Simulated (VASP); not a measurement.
Set up this calculation in VASP 6.6.1, as the native input.

```yaml
Task: single point
Functional: PBE
Potentials_or_basis: VASP PAW PBE potentials, release 64 (W_sv, C)
Cutoff: 520 eV
k_mesh: 8 × 8 × 6
Occupations: gaussian, width 0.05 eV
Spin: no spin polarisation
Dipole_correction: no
Further_INCAR_settings: ALGO = Normal; EDIFF = 1e-07; NBANDS = 16
```

The structure of WC lies in POSCAR:

```
WC
1.0
    2.9009900485      0.0000000000      0.0000000000
   -1.4504950242      2.5123310781      0.0000000000
    0.0000000000      0.0000000000      2.8280461283
W C
1 1
Direct
    0.0000000000      0.0000000000      0.0000000000
    0.6666666667      0.3333333333      0.5000000000
```

The input as run:

INCAR

```
PREC = Accurate
ENCUT = 520
EDIFF = 1E-7
ISMEAR = 0
SIGMA = 0.05
LREAL = False
LASPH = True
NELM = 60
ALGO = Normal
ISIF = 2
LWAVE = False
LCHARG = False
GGA = PE
NBANDS = 16
```

KPOINTS

```
regular mesh
0
Gamma
  8 8 6
```

Potentials or basis: VASP PAW PBE potentials, release 64 (W_sv, C).

Run with:

```bash
$ cat potpaw_PBE.64/W_sv/POTCAR potpaw_PBE.64/C/POTCAR > POTCAR
$ mpirun -np 1 vasp_std > vasp.out
```

It gave:

```
Pressure               : 9.7 GPa
Band gap on the k mesh : zero (band 9 reaches 11.61 eV, above the bottom of band 10 at 10.60 eV)
```

Caveat: the k points lie up to 0.37 Å⁻¹ apart; spin-orbit coupling is left out, which moves the levels of the heavy elements.

Wall time 18 s on 1 thread of Intel Xeon 8259CL, on a shared host, peak memory 0.15 GiB.
